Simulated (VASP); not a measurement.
# WSe2 (P6_3/mmc) in VASP: relaxation of the atoms with r2SCAN

Aim: the relaxation of the atoms of WSe2 with r2SCAN.

All numbers are computed with VASP 6.6.1; they aren't measurements. Logs are shortened: lines on timing, memory, paths and dates and some standing lists are left out, and cuts for length are marked.

## Step 1: The cell of the first run

The structure is hexagonal, space group P6_3/mmc (No. 194). The conventional cell has a = 3.299 Å, b = 3.299 Å, c = 13.644 Å, α = 90.00°, β = 90.00°, γ = 120.00°. Within 3.3 Å of W (site symmetry -6m2) lie 6 Se at 2.52 Å and 6 W at 3.30 Å. Se (site symmetry 3m) has 3 W at 2.52 Å and 7 Se at 3.30 to 3.31 Å within 3.4 Å.

## Step 2: Relaxation of the atoms, r2SCAN (21.43 Å³/atom)

The input, POSCAR:

```
WSe2
1.0
    3.2985917643      0.0000000000      0.0000000000
   -1.6492958821      2.8566642646      0.0000000000
    0.0000000000      0.0000000000     13.6436969578
W Se
2 4
Direct
    0.3333333333      0.6666666667      0.2500000000
    0.6666666667      0.3333333333      0.7500000000
    0.3333333333      0.6666666667      0.6288332935
    0.6666666667      0.3333333333      0.1288332935
    0.3333333333      0.6666666667      0.8711667065
    0.6666666667      0.3333333333      0.3711667065
```

The input, INCAR.step1:

```
SYSTEM = WSe2
PREC = Accurate
ENCUT = 520
ISMEAR = 0
SIGMA = 0.01
LREAL = .False.
LASPH = .True.
NELM = 80
GGA = PE
ALGO = Normal
EDIFF = 1E-4
LWAVE = .True.
LCHARG = .False.
```

The input, INCAR.step2:

```
SYSTEM = WSe2
PREC = Accurate
ENCUT = 520
EDIFF = 1E-6
ISMEAR = 0
SIGMA = 0.01
LREAL = .False.
LASPH = .True.
NELM = 80
ALGO = Normal
ISIF = 2
LWAVE = .False.
LCHARG = .False.
METAGGA = R2SCAN
LMIXTAU = .True.
IBRION = 2
NSW = 100
EDIFFG = -0.002
ISTART = 1
```

The input, KPOINTS:

```
regular mesh
0
Gamma
  6 6 2
  0 0 0
```

Potentials or basis: VASP PAW PBE potentials, release 64 (W_sv, Se).

Run with:

```bash
$ cat potpaw_PBE.64/W_sv/POTCAR potpaw_PBE.64/Se/POTCAR > POTCAR
$ cp INCAR.step1 INCAR
$ mpirun -np 1 vasp_std > vasp.out
$ cp INCAR.step2 INCAR
$ mpirun -np 1 vasp_std > vasp.out
```

OUTCAR:

```text
SYSTEM = WSe2
   PREC = Accurate
   ENCUT = 520
   EDIFF = 1E-6
   ISMEAR = 0
   LREAL = .False.
   LASPH = .True.
   NELM = 80
   ISIF = 2
   METAGGA = R2SCAN
   IBRION = 2
   NSW = 100
   EDIFFG = -0.002
   ISTART = 1

 ion  position               nearest neighbor table
   1  0.333  0.667  0.250-   4 2.52   6 2.52   4 2.52   6 2.52   4 2.52   6 2.52
   2  0.667  0.333  0.750-   3 2.52   5 2.52   3 2.52   5 2.52   3 2.52   5 2.52
   3  0.333  0.667  0.629-   2 2.52   2 2.52   2 2.52
   4  0.667  0.333  0.129-   1 2.52   1 2.52   1 2.52
   5  0.333  0.667  0.871-   2 2.52   2 2.52   2 2.52
   6  0.667  0.333  0.371-   1 2.52   1 2.52   1 2.52

  LATTYP: Found a hexagonal cell.
 ALAT       =     3.2985917643
 C/A-ratio  =     4.1362187056

  Lattice vectors:

 A1 = (   3.2985917643,   0.0000000000,   0.0000000000)
 A2 = (  -1.6492958821,   2.8566642646,   0.0000000000)
 A3 = (   0.0000000000,   0.0000000000,  13.6436969578)

Analysis of symmetry for initial positions (statically):
=====================================================================
 Subroutine PRICEL returns:
 Original cell was already a primitive cell.

 Routine SETGRP: Setting up the symmetry group for a
 hexagonal supercell.

 Subroutine GETGRP returns: Found 24 space group operations
 (whereof 12 operations were pure point group operations)
 out of a pool of 24 trial point group operations.

The static configuration has the point symmetry D_3d.
 The point group associated with its full space group is D_6h.

Analysis of symmetry for dynamics (positions and initial velocities):
=====================================================================
 Subroutine PRICEL returns:
 Original cell was already a primitive cell.

 Routine SETGRP: Setting up the symmetry group for a
 hexagonal supercell.

 Subroutine GETGRP returns: Found 24 space group operations
 (whereof 12 operations were pure point group operations)
 out of a pool of 24 trial point group operations.

The dynamic configuration has the point symmetry D_3d.
 The point group associated with its full space group is D_6h.

 Subroutine INISYM returns: Found 24 space group operations
 (whereof 12 operations are pure point group operations),
 and found     1 'primitive' translations

----------------------------------------------------------------------------------------

                                     Primitive cell

[... 75 lines left out ...]
   NGX,Y,Z   is equivalent  to a cutoff of  14.11, 14.11, 13.16 a.u.
   NGXF,Y,Z  is equivalent  to a cutoff of  28.22, 28.22, 26.32 a.u.
 SYSTEM =  WSe2
   PREC   = accura    normal or accurate (medium, high low for compatibility)
   ISTART =      1    job   : 0-new  1-cont  2-samecut
   ICHARG =      0    charge: 1-file 2-atom 10-const
   ISPIN  =      1    spin polarized calculation?
   LNONCOLLINEAR =      F non collinear calculations
   LSORBIT =      F    spin-orbit coupling
   LASPH  =      T    aspherical Exc in radial PAW
   ENCUT  =  520.0 eV  38.22 Ry    6.18 a.u.   6.13  6.13 25.37*2*pi/ulx,y,z
   NELM   =     80;   NELMIN=  2; NELMDL=  0     # of ELM steps
   EDIFF  = 0.1E-05   stopping-criterion for ELM
   LREAL  =      F    real-space projection
   EDIFFG = -.2E-02   stopping-criterion for IOM
   NSW    =    100    number of steps for IOM
   IBRION =      2    ionic relax: 0-MD 1-quasi-New 2-CG
   NFREE  =      1    steps in history (QN), initial steepest desc. (CG)
   ISIF   =      2    stress and relaxation
   ISYM   =      2    0-nonsym 1-usesym 2-fastsym
   POTIM  = 0.5000    time-step for ionic-motion
   TEBEG  =    0.0;   TEEND  =   0.0 temperature during run
   PSTRESS=    0.0 pullay stress
   NELECT =      52.0000    total number of electrons
   NUPDOWN=      -1.0000    fix difference up-down
   EMIN   =  10.00;   EMAX   =-10.00  energy-range for DOS
   EFERMI =   0.00;   METHOD = LEGACY
   ISMEAR =     0;   SIGMA  =   0.01  broadening in eV -4-tet -1-fermi 0-gaus
   EFERMI_NEDOS =   21; number of points for ismear=-14 and -15
   IALGO  =     38    algorithm
   IMIX   =      4    mixing-type and parameters
     AMIX     =   0.40;   BMIX     =  1.00
     AMIX_MAG =   1.60;   BMIX_MAG =  1.00
  volume/ion in A,a.u.               =      21.43       144.60
  Fermi-wavevector in a.u.,A,eV,Ry     =   1.210698  2.287888 19.943295  1.465791
  Thomas-Fermi vector in A             =   2.346237
   LORBIT       =      0    0 simple, 1 ext, 2 COOP (PROOUT), +10 PAW based schemes
   METAGGA = R2SCAN    functional components
   LHFCALC =     F    Hartree Fock is set to
   AEXX    =    0.0000 exact exchange contribution
   IVDW    =     0    specifies the selected vdW correction
   LEPSILON=     F    determine dielectric tensor
   LRPA    =     F    only Hartree local field effects (RPA)
 conjugate gradient relaxation of ions
 non-spin polarized calculation
 Gauss-broadening in eV      SIGMA  =   0.01
  energy-cutoff  :      520.00
  volume of cell :      128.56
 maximum number of plane-waves:      3498
 NGX is ok and might be reduce to    28
   NGX = 13   NGY = 13   NGZ = 51

--------------------------------------- Ionic step        1  -------------------------------------------

 number of electron      51.9999997 magnetization

 Free energy of the ion-electron system (eV)
  ---------------------------------------------------
  ext. energy  EPLUGINS =         0.00000000
  ---------------------------------------------------
  free energy    TOTEN  =      -163.57256575 eV

  energy without entropy =     -163.57256575  energy(sigma->0) =     -163.57256575

------------------------ aborting loop because EDIFF is reached ----------------------------------------

  FORCE on cell =-STRESS in cart. coord.  units (eV):
  Direction    XX          YY          ZZ          XY          YZ          ZX
  --------------------------------------------------------------------------------------
  -------------------------------------------------------------------------------------
  Total        1.8291614      1.8291614      2.1343174      0.0000000      0.0000000      0.0000000
  in kB       22.7951668     22.7951668     26.5980468      0.0000000      0.0000000      0.0000000
  external PRESSURE =      24.0627935 kB  Pullay stress =       0.0000000 kB
[... 67 lines left out ...]
--------------------------------------- Ionic step        3  -------------------------------------------

 number of electron      51.9999999 magnetization

 Free energy of the ion-electron system (eV)
  ---------------------------------------------------
  ext. energy  EPLUGINS =         0.00000000
  ---------------------------------------------------
  free energy    TOTEN  =      -163.58286957 eV

  energy without entropy =     -163.58286957  energy(sigma->0) =     -163.58286957

 E-fermi :   5.5885     XC(G=0): -11.0033

 val. band max:        5.3372079193   @ k =   0.0000   0.0000   0.0000
 cond. band min:       6.6669594725   @ k =   0.1667   0.1667   0.0000
 fundamental gap:      1.3297515532
 Fermi energy:         5.5885354544

 k-point     1 :       0.0000    0.0000    0.0000
  band No.  band energies     occupation
      1     -70.8407      2.00000
      2     -70.8406      2.00000
      3     -34.4325      2.00000
      4     -34.4324      2.00000
      5     -34.3090      2.00000
      6     -34.3090      2.00000
[... 498 lines left out ...]
  FREE ENERGIE OF THE ION-ELECTRON SYSTEM (eV)
  ---------------------------------------------------
  free  energy   TOTEN  =      -163.5828695682 eV

  energy  without entropy=     -163.5828695682  energy(sigma->0) =     -163.58286957

 reached required accuracy - stopping structural energy minimisation
```

OUTCAR.step1:

```text
SYSTEM = WSe2
   PREC = Accurate
   ENCUT = 520
   ISMEAR = 0
   LREAL = .False.
   LASPH = .True.
   NELM = 80
[... 702 lines left out ...]
      1.64930      0.95222      1.75776        -0.000000      0.000000     -0.608678
     -0.00000      1.90444     11.88593         0.000000     -0.000000      0.608678
      1.64930      0.95222      5.06409        -0.000000      0.000000      0.608678
 -----------------------------------------------------------------------------------
    total drift:                               -0.000000      0.000000     -0.000000

  FREE ENERGIE OF THE ION-ELECTRON SYSTEM (eV)
  ---------------------------------------------------
  free  energy   TOTEN  =       -43.1725888608 eV

  energy  without entropy=      -43.1725888608  energy(sigma->0) =      -43.17258886
```

OSZICAR.step1:

```text
N       E                     dE             d eps       ncg     rms          rms(c)
DAV:   1     0.513851413247E+03    0.51385E+03   -0.28353E+04   980   0.162E+03
DAV:   2    -0.117570670808E+02   -0.52561E+03   -0.51655E+03  1063   0.423E+02
DAV:   3    -0.441559732228E+02   -0.32399E+02   -0.31667E+02  1060   0.955E+01
DAV:   4    -0.450539252804E+02   -0.89795E+00   -0.89485E+00  1090   0.157E+01
DAV:   5    -0.450728406777E+02   -0.18915E-01   -0.18907E-01  1078   0.224E+00    0.303E+01
DAV:   6    -0.435401669768E+02    0.15327E+01   -0.10258E+01  1029   0.179E+01    0.111E+01
DAV:   7    -0.433061559211E+02    0.23401E+00   -0.40331E+00   977   0.832E+00    0.549E+00
DAV:   8    -0.431718753147E+02    0.13428E+00   -0.56774E-01  1149   0.438E+00    0.110E+00
DAV:   9    -0.431734227926E+02   -0.15475E-02   -0.54394E-02  1113   0.121E+00    0.708E-01
DAV:  10    -0.431727780183E+02    0.64477E-03   -0.18466E-02  1142   0.865E-01    0.218E-01
DAV:  11    -0.431725855475E+02    0.19247E-03   -0.27213E-03  1100   0.325E-01    0.126E-01
DAV:  12    -0.431725888608E+02   -0.33133E-05   -0.10612E-04   723   0.600E-02
   1 F= -.43172589E+02 E0= -.43172589E+02  d E =-.949402E-72
```

Run time: 11 min. Hardware: 1 thread of Oxide Virtual Turin-like, shared host; peak memory 0.29 GiB.

What came out:

| Quantity | Value |
| --- | --- |
| Free energy | -163.5829 eV |
| Energy gained by relaxing | 1.7 meV/atom |
| Ionic steps | 3 |
| Pressure after relaxing | 1.0 GPa |
| Band gap on the k mesh | 1.33 eV (least direct gap 1.65 eV) |

The path:
| step | energy change (eV) | largest force (eV/Å) | pressure (GPa) |
| --- | --- | --- | --- |
| 1 | 0.0000 | 0.3142 | 2.41 |
| 2 | -0.0102 | 0.0264 | 1.08 |
| 3 | -0.0103 | 0.0001 | 0.96 |

Final structure:
```yaml
crystal:
  lattice:
    - [3.29859, 0.00000, 0.00000]
    - [-1.64930, 2.85666, 0.00000]
    - [0.00000, 0.00000, 13.64370]
  atoms:
    - { symbol: W, position: [0.33333, 0.66667, 0.25000] }
    - { symbol: W, position: [0.66667, 0.33333, 0.75000] }
    - { symbol: Se, position: [0.33333, 0.66667, 0.62762] }
    - { symbol: Se, position: [0.66667, 0.33333, 0.12762] }
    - { symbol: Se, position: [0.33333, 0.66667, 0.87238] }
    - { symbol: Se, position: [0.66667, 0.33333, 0.37238] }
```

Levels at points of the mesh, in eV from the valence-band top:
```csv
k point,band 24,band 25,band 26,band 27,band 28,band 29
"(0.00, 0.00, 0.00)",-1.48,-0.89,0.00,2.92,2.92,2.94
"(0.50, 0.00, 0.00)",-1.29,-1.21,-1.18,2.36,2.39,2.63
"(0.00, 0.00, 0.50)",-1.52,-0.25,-0.25,2.92,2.92,2.92
"(0.50, 0.00, 0.50)",-1.25,-1.25,-1.25,2.38,2.38,2.75
```

Caveat: the PAW data sets were made with another functional, which shifts forces and pressure a little; spin-orbit coupling is left out, which moves the levels of the heavy elements.
